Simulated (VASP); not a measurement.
**Al2Pt: single point with PBE**

The system is Al2Pt, a slab with vacuum.

```
CELL_PARAMETERS angstrom
4.20475 0.00000 0.00000
-2.10237 3.64142 0.00000
0.00000 0.00000 23.58290
ATOMIC_POSITIONS crystal
Al 0.00000 0.00000 0.32804
Al 0.33333 0.66667 0.39091
Al 0.66667 0.33333 0.46344
Al 0.00000 0.00000 0.53656
Al 0.33333 0.66667 0.60909
Al 0.66667 0.33333 0.67196
Pt 0.66667 0.33333 0.35593
Pt 0.33333 0.66667 0.50000
Pt 0.00000 0.00000 0.64407
```

- Program: VASP 6.6.1
- Task: single point
- Functional: PBE
- Potentials or basis: VASP PAW PBE potentials, release 64 (Al, Pt)
- Cutoff: 520 eV
- k mesh: 9 × 9 × 1
- Occupations: gaussian, width 0.1 eV
- Spin: no spin polarisation

```yaml
Largest_force: 0.016 eV/Å
Band_gap_on_the_k_mesh: zero (band 24 reaches 3.49 eV, above the bottom of band 25 at 0.45 eV)
```

Forces in eV/Å, atoms in the order of the input:
```
Al   0.000  0.000  0.016
Al   0.000  0.000  0.001
Al   0.000  0.000 -0.002
Al   0.000  0.000  0.002
Al   0.000  0.000 -0.001
Al   0.000  0.000 -0.016
Pt   0.000  0.000 -0.007
Pt   0.000  0.000  0.000
Pt   0.000  0.000  0.007
```

Levels at points of the mesh, in eV from the Fermi level:
```tsv
k point	band 21	band 22	band 23	band 24	band 25	band 26	band 27	band 28
(0.00, 0.00, 0.00)	0.47	1.34	1.34	2.42	2.42	3.16	3.17	3.35
```

It took 2 min on 1 thread of Intel(R) Xeon(R) 6975P-C (Granite Rapids) (shared host), peak memory 0.5 GiB.

Caveat: spin-orbit coupling is left out, which moves the levels of the heavy elements.
